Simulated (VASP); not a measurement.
Runs of VASP 6.6.1 on W. The structure is that of space group Im-3m (No. 229), or close to it. The cells are those of the table. 

```tsv
level	spin	cell	k mesh	cutoff (eV)	smearing	dipole correction	grid for exact exchange (PRECFOCK)	share of exact exchange	screening parameter	tolerance level	gap on the mesh (eV)	pressure (GPa)
B3LYP	off	a = 2.741 Å, angles 109.5°, 1 atom	6 × 6 × 6	520	fermi-dirac 0.05 eV	no	Normal	0.2	-	-	none	7.4
BHLYP	off	a = 2.722 Å, angles 109.5°, 1 atom	6 × 6 × 6	520	fermi-dirac 0.05 eV	no	Normal	0.5	-	-	none	(a)
PBE	off	a = 2.741 Å, angles 109.5°, 1 atom	12 × 12 × 12	500	gaussian 0.019 eV	no	-	-	-	-	none	6.7
PBE0	off	a = 2.794 Å, angles 109.5°, 1 atom	8 × 8 × 8	520	fermi-dirac 0.05 eV	no	Normal	0.25	-	-	none	-18.1
HSE06	off	a = 2.794 Å, angles 109.5°, 1 atom	8 × 8 × 8	520	fermi-dirac 0.05 eV	no	Normal	0.25	0.2079 1/Å	-	none	(d)
BHLYP	off	a = 2.685 Å, angles 109.5°, 1 atom	6 × 6 × 6	520	fermi-dirac 0.05 eV	no	Normal	0.5	-	-	none	24.1
PBE0	off	a = 2.759 Å, angles 109.5°, 1 atom	8 × 8 × 8	520	fermi-dirac 0.05 eV	no	Normal	0.25	-	-	none	-7.2
PBE0	off	a = 2.722 Å, angles 109.5°, 1 atom	8 × 8 × 8	520	fermi-dirac 0.05 eV	no	Normal	0.25	-	-	none	(b)
HSE06	off	a = 2.777 Å, angles 109.5°, 1 atom	8 × 8 × 8	520	fermi-dirac 0.05 eV	no	Normal	0.25	0.2079 1/Å	-	none	-13.1
HSE06	non-collinear, zero start, SOC	a = 2.741 Å, angles 109.5°, 1 atom	5 × 5 × 5	520	fermi-dirac 0.05 eV	no	Normal	0.25	0.2079 1/Å	-	-	0.2
BHLYP	off	a = 2.704 Å, angles 109.5°, 1 atom	6 × 6 × 6	520	fermi-dirac 0.05 eV	no	Normal	0.5	-	-	none	(c)
SCAN	off	a = 2.750 Å, angles 109.7, 109.7, 108.9°, 1 atom	19 × 19 × 19	590	methfessel-paxton 0.05 eV	-	-	-	-	standard	none	-6.8
```

Alike in all rows: task single point; potentials or basis VASP PAW PBE potentials, release 64 (W_sv).

Estimate the missing entries.

(a) 7.3; (b) 6.3; (c) 15.2; (d) -18.3.

Caveats: some runs use coarse meshes; the PAW data sets were made with another functional, which shifts forces and pressure a little (at least some runs); spin-orbit coupling is left out, which moves the levels of the heavy elements (at least some runs); the cell stands under tension (at least some runs); the cell stands under pressure (at least some runs).

A k mesh can miss the band edges, and rows without SOC leave out spin-orbit coupling on W.

A gap of «none» marks levels without a gap at the run's occupations.
